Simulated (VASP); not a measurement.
# W (Im-3m) in VASP: notebook

Runs on W. Level: PBEsol. Tasks: single point, relaxation of cell and atoms.

Everything below comes from runs of VASP 6.6.1. Logs are shortened: lines on timing, memory, paths and dates and some standing lists are left out, and cuts for length are marked.

## Step 1: The cell of the first run

It takes space group Im-3m (No. 229, cubic). The conventional cell has a = 3.155 Å, b = 3.155 Å, c = 3.155 Å, α = 90.00°, β = 90.00°, γ = 90.00°. W (site symmetry m-3m) has 14 W at 2.73 to 3.16 Å within 3.6 Å.

## Step 2: Single point, PBEsol

INCAR

```
PREC     = Accurate       # precision mode
ENCUT    = 500            # plane-wave cutoff, eV
EDIFF    = 1E-6           # SCF threshold, eV
ISMEAR   = 0              # smearing method
SIGMA    = 0.1            # smearing width, eV
LREAL    = F              # projectors in reciprocal space
LASPH    = T              # aspherical terms in the spheres
NELM     = 120            # most SCF steps
ALGO     = Normal         # electronic algorithm
ISIF     = 2              # what is computed and relaxed
LWAVE    = F              # write WAVECAR
LCHARG   = F              # write CHGCAR
GGA      = PS             # functional
NBANDS   = 13             # bands
GGA_COMPAT= F
```

KPOINTS

```
Automatic mesh
0
Gamma
  8 8 8
```

POSCAR

```
W
1.0
   -1.5777232499      1.5777232499      1.5777232499
    1.5777232499     -1.5777232499      1.5777232499
    1.5777232499      1.5777232499     -1.5777232499
W
1
Direct
    0.0000000000      0.0000000000      0.0000000000
```

Potentials or basis: VASP PAW PBE potentials, release 64 (W_sv).

Launch:

```
> cat potpaw_PBE.64/W_sv/POTCAR > POTCAR
> mpirun -np 1 vasp_std > vasp.out
```

OUTCAR:

```text
PREC = Accurate
   ENCUT = 500
   EDIFF = 1E-6
   ISMEAR = 0
   LREAL = F
   LASPH = T
   NELM = 120
   ISIF = 2
   GGA = PS

 ion  position               nearest neighbor table
   1  0.000  0.000  0.000-

  LATTYP: Found a body centered cubic cell.
 ALAT       =     3.1554464998

  Lattice vectors:

 A1 = (  -1.5777232499,   1.5777232499,   1.5777232499)
 A2 = (   1.5777232499,  -1.5777232499,   1.5777232499)
 A3 = (   1.5777232499,   1.5777232499,  -1.5777232499)

Analysis of symmetry for initial positions (statically):
=====================================================================
 Subroutine PRICEL returns:
 Original cell was already a primitive cell.

 Routine SETGRP: Setting up the symmetry group for a
 body centered cubic supercell.

 Subroutine GETGRP returns: Found 48 space group operations
 (whereof 48 operations were pure point group operations)
 out of a pool of 48 trial point group operations.

The static configuration has the point symmetry O_h .

Analysis of symmetry for dynamics (positions and initial velocities):
=====================================================================
 Subroutine PRICEL returns:
 Original cell was already a primitive cell.

 Routine SETGRP: Setting up the symmetry group for a
 body centered cubic supercell.

 Subroutine GETGRP returns: Found 48 space group operations
 (whereof 48 operations were pure point group operations)
 out of a pool of 48 trial point group operations.

The dynamic configuration has the point symmetry O_h .

 Subroutine INISYM returns: Found 48 space group operations
 (whereof 48 operations are pure point group operations),
 and found     1 'primitive' translations

----------------------------------------------------------------------------------------

                                     Primitive cell

  volume of cell :      15.7091

  direct lattice vectors                    reciprocal lattice vectors
    -1.577723250  1.577723250  1.577723250     0.000000000  0.316912361  0.316912361
     1.577723250 -1.577723250  1.577723250     0.316912361  0.000000000  0.316912361
     1.577723250  1.577723250 -1.577723250     0.316912361  0.316912361  0.000000000

  length of vectors
     2.732696829  2.732696829  2.732696829     0.448181759  0.448181759  0.448181759

  position of ions in fractional coordinates (direct lattice)
     0.000000000  0.000000000  0.000000000

  ion indices of the primitive-cell ions
   primitive index   ion index
                 1           1

----------------------------------------------------------------------------------------

 KPOINTS: Automatic mesh

Automatic generation of k-mesh.
 Grid dimensions read from file:
 generate k-points for:    8    8    8

 Generating k-lattice:

  Cartesian coordinates                     Fractional coordinates (reciprocal lattice)
     0.000000000  0.039614045  0.039614045     0.125000000  0.000000000  0.000000000
     0.039614045  0.000000000  0.039614045     0.000000000  0.125000000  0.000000000
     0.039614045  0.039614045  0.000000000     0.000000000  0.000000000  0.125000000

  Length of vectors
     0.056022720  0.056022720  0.056022720

  Shift w.r.t. Gamma in fractional coordinates (k-lattice)
     0.000000000  0.000000000  0.000000000

 Subroutine IBZKPT returns following result:
 ===========================================

 Found     29 irreducible k-points:

 Following reciprocal coordinates:
            Coordinates               Weight
  0.000000  0.000000  0.000000      1.000000
  0.125000  0.000000  0.000000     12.000000
  0.250000  0.000000  0.000000     12.000000
  0.375000  0.000000  0.000000     12.000000
  0.500000  0.000000  0.000000      6.000000
  0.125000  0.125000  0.000000     24.000000
[... 16 lines left out ...]
 -0.250000  0.250000  0.250000      6.000000
 -0.375000  0.375000  0.250000     24.000000
 [... further k-points ...]
   k-points           NKPTS =     29   k-points in BZ     NKDIM =     29   number of bands    NBANDS=     13
   number of dos      NEDOS =    301   number of ions     NIONS =      1
   total plane-waves  NPLWV =   8000
   dimension x,y,z NGX =    20 NGY =   20 NGZ =   20
   dimension x,y,z NGXF=    40 NGYF=   40 NGZF=   40
   ions per type =               1
   NGX,Y,Z   is equivalent  to a cutoff of  12.17, 12.17, 12.17 a.u.
   NGXF,Y,Z  is equivalent  to a cutoff of  24.33, 24.33, 24.33 a.u.
 SYSTEM =  unknown system
   PREC   = accura    normal or accurate (medium, high low for compatibility)
   ISTART =      0    job   : 0-new  1-cont  2-samecut
   ICHARG =      2    charge: 1-file 2-atom 10-const
   ISPIN  =      1    spin polarized calculation?
   LNONCOLLINEAR =      F non collinear calculations
   LSORBIT =      F    spin-orbit coupling
   LASPH  =      T    aspherical Exc in radial PAW
   ENCUT  =  500.0 eV  36.75 Ry    6.06 a.u.   4.98  4.98  4.98*2*pi/ulx,y,z
   NELM   =    120;   NELMIN=  2; NELMDL= -5     # of ELM steps
   EDIFF  = 0.1E-05   stopping-criterion for ELM
   LREAL  =      F    real-space projection
   EDIFFG = 0.1E-04   stopping-criterion for IOM
   NSW    =      0    number of steps for IOM
   IBRION =     -1    ionic relax: 0-MD 1-quasi-New 2-CG
   NFREE  =      0    steps in history (QN), initial steepest desc. (CG)
   ISIF   =      2    stress and relaxation
   ISYM   =      2    0-nonsym 1-usesym 2-fastsym
   POTIM  = 0.5000    time-step for ionic-motion
   TEBEG  =    0.0;   TEEND  =   0.0 temperature during run
   PSTRESS=    0.0 pullay stress
   NELECT =      14.0000    total number of electrons
   NUPDOWN=      -1.0000    fix difference up-down
   EMIN   =  10.00;   EMAX   =-10.00  energy-range for DOS
   EFERMI =   0.00;   METHOD = LEGACY
   ISMEAR =     0;   SIGMA  =   0.10  broadening in eV -4-tet -1-fermi 0-gaus
   EFERMI_NEDOS =   21; number of points for ismear=-14 and -15
   IALGO  =     38    algorithm
   IMIX   =      4    mixing-type and parameters
     AMIX     =   0.40;   BMIX     =  1.00
     AMIX_MAG =   1.60;   BMIX_MAG =  1.00
  volume/ion in A,a.u.               =      15.71       106.01
  Fermi-wavevector in a.u.,A,eV,Ry     =   1.575433  2.977137 33.769525  2.481990
  Thomas-Fermi vector in A             =   2.676418
   LORBIT       =      0    0 simple, 1 ext, 2 COOP (PROOUT), +10 PAW based schemes
   GGA     = PS    functional components
   LHFCALC =     F    Hartree Fock is set to
   AEXX    =    0.0000 exact exchange contribution
   IVDW    =     0    specifies the selected vdW correction
   LEPSILON=     F    determine dielectric tensor
   LRPA    =     F    only Hartree local field effects (RPA)
 non-spin polarized calculation
 Gauss-broadening in eV      SIGMA  =   0.10
  energy-cutoff  :      500.00
  volume of cell :       15.71
 maximum number of plane-waves:       420
   NGX =  9   NGY =  9   NGZ =  9

 number of electron      14.0000005 magnetization

 Free energy of the ion-electron system (eV)
  ---------------------------------------------------
  ext. energy  EPLUGINS =         0.00000000
  ---------------------------------------------------
  free energy    TOTEN  =       -13.80464120 eV

  energy without entropy =      -13.80463939  energy(sigma->0) =      -13.80464030

 E-fermi :  11.1736     XC(G=0): -13.8123

 val. band max:       10.8916964113   @ k =   0.1250   0.0000   0.0000
 cond. band min:      11.4565281929   @ k =  -0.2500   0.2500   0.1250
 fundamental gap:      0.5648317816
 Fermi energy:        11.1736040397

 k-point     1 :       0.0000    0.0000    0.0000
  band No.  band energies     occupation
      1     -62.7282      2.00000
      2     -26.2723      2.00000
      3     -26.2723      2.00000
      4     -26.2723      2.00000
      5       1.7030      2.00000
      6      10.1584      2.00000
      7      10.1584      2.00000
      8      10.1584      2.00000
      9      13.6618      0.00000
     10      13.6618      0.00000
     11      25.9680      0.00000
     12      25.9680      0.00000
     13      25.9680      0.00000

 k-point     2 :       0.1250    0.0000    0.0000
  band No.  band energies     occupation
      1     -62.7078      2.00000
      2     -26.4821      2.00000
      3     -26.3379      2.00000
      4     -26.2735      2.00000
      5       2.4425      2.00000
      6       9.7245      2.00000
      7      10.0085      2.00000
      8      10.8917      1.99993
      9      13.1135      0.00000
     10      13.6780      0.00000
     11      26.5224      0.00000
     12      27.2336      0.00000
     13      27.6004      0.00000

 k-point     3 :       0.2500    0.0000    0.0000
  band No.  band energies     occupation
      1     -62.6583      2.00000
      2     -26.9662      2.00000
      3     -26.4930      2.00000
      4     -26.2763      2.00000
      5       4.1411      2.00000
      6       8.8258      2.00000
      7       9.5276      2.00000
      8      12.9618      0.00000
      9      13.0381      0.00000
     10      13.8555      0.00000
     11      26.2355      0.00000
     12      28.0796      0.00000
     13      30.5789      0.00000

 k-point     4 :       0.3750    0.0000    0.0000
  band No.  band energies     occupation
      1     -62.6086      2.00000
      2     -27.4231      2.00000
      3     -26.6440      2.00000
      4     -26.2792      2.00000
      5       5.0655      2.00000
      6       8.0715      2.00000
      7      10.5157      2.00000
      8      13.5873      0.00000
      9      14.2748      0.00000
     10      15.8462      0.00000
     11      24.0175      0.00000
     12      24.5643      0.00000
     13      31.0614      0.00000

 k-point     5 :       0.5000    0.0000    0.0000
  band No.  band energies     occupation
      1     -62.5879      2.00000
      2     -27.6052      2.00000
      3     -26.7054      2.00000
      4     -26.2805      2.00000
      5       5.0574      2.00000
      6       7.7897      2.00000
      7      12.1326      0.00000
      8      13.5670      0.00000
      9      14.5546      0.00000
     10      17.6565      0.00000
     11      22.6238      0.00000
     12      22.9289      0.00000
     13      28.3538      0.00000
[... 257 lines left out ...]
 k-point    22 :       0.2500    0.2500    0.2500
  band No.  band energies     occupation
      1     -62.5785      2.00000
      2     -26.9472      2.00000
      3     -26.9472      2.00000
      4     -26.9472      2.00000
      5       8.4240      2.00000
      6       8.4240      2.00000
      7       8.4240      2.00000
      8      14.7232      0.00000
      9      14.7232      0.00000
     10      18.0688      0.00000
     11      23.7913      0.00000
     12      23.7913      0.00000
     13      23.7913      0.00000

 k-point    23 :      -0.2500    0.2500    0.2500
  band No.  band energies     occupation
      1     -62.5974      2.00000
      2     -26.9910      2.00000
      3     -26.7314      2.00000
      4     -26.7314      2.00000
      5       6.1667      2.00000
      6       8.5263      2.00000
      7      10.8684      1.99998
      8      10.8684      1.99998
      9      12.7817      0.00000
     10      14.9252      0.00000
     11      25.9813      0.00000
     12      31.0949      0.00000
     13      31.0949      0.00000

 k-point    24 :      -0.3750    0.3750    0.2500
  band No.  band energies     occupation
      1     -62.5541      2.00000
      2     -27.2684      2.00000
      3     -26.8942      2.00000
      4     -26.7707      2.00000
      5       6.8086      2.00000
      6       7.5225      2.00000
      7      10.8726      1.99998
      8      11.6747      0.00000
      9      15.1888      0.00000
     10      15.8440      0.00000
     11      25.2379      0.00000
     12      27.7733      0.00000
     13      28.8844      0.00000

 [... further k-points ...]
[... 5 lines left out ...]
  --------------------------------------------------------------------------------------
  -------------------------------------------------------------------------------------
  Total        0.0720828      0.0720828      0.0720828      0.0000000      0.0000000     -0.0000000
  in kB        7.3517338      7.3517338      7.3517338      0.0000000      0.0000000     -0.0000000
  external PRESSURE =       7.3517338 kB  Pullay stress =       0.0000000 kB

 VOLUME and BASIS-vectors are now :
 -----------------------------------------------------------------------------
  energy-cutoff  :      500.00
  volume of cell :       15.71
      direct lattice vectors                 reciprocal lattice vectors
    -1.577723250  1.577723250  1.577723250     0.000000000  0.316912361  0.316912361
     1.577723250 -1.577723250  1.577723250     0.316912361  0.000000000  0.316912361
     1.577723250  1.577723250 -1.577723250     0.316912361  0.316912361  0.000000000

 POSITION                                       TOTAL-FORCE (eV/Angst)
 -----------------------------------------------------------------------------------
      0.00000      0.00000      0.00000        -0.000000     -0.000000      0.000000
 -----------------------------------------------------------------------------------
    total drift:                                0.000000     -0.000000      0.000000

  FREE ENERGIE OF THE ION-ELECTRON SYSTEM (eV)
  ---------------------------------------------------
  free  energy   TOTEN  =       -13.8046412019 eV

  energy  without entropy=      -13.8046393922  energy(sigma->0) =      -13.80464030
```

Wall time 7.4 s (1 thread of Intel Xeon 8259CL, shared host); peak memory 0.12 GiB.

Results:

```
Free energy            : -13.8046 eV
Pressure               : 0.7 GPa
Band gap on the k mesh : zero (band 7 reaches 16.65 eV, above the bottom of band 8 at 10.16 eV)
```

Levels at points of the mesh, in eV from the Fermi level:
| k point | band 3 | band 4 | band 5 | band 6 | band 7 | band 8 | band 9 | band 10 | band 11 | band 12 |
| --- | --- | --- | --- | --- | --- | --- | --- | --- | --- | --- |
| (0.00, 0.00, 0.00) | -37.45 | -37.45 | -9.47 | -1.02 | -1.02 | -1.02 | 2.49 | 2.49 | 14.79 | 14.79 |
| (0.50, 0.00, 0.00) | -37.88 | -37.45 | -6.12 | -3.38 | 0.96 | 2.39 | 3.38 | 6.48 | 11.45 | 11.76 |
| (0.50, 0.50, 0.50) | -38.38 | -38.38 | -5.69 | -5.69 | 5.48 | 5.48 | 5.48 | 8.56 | 8.56 | 8.56 |

Caveat: the PAW data sets were made with another functional, which shifts forces and pressure a little; spin-orbit coupling is left out, which moves the levels of the heavy elements.

[end of part 1 of 2]
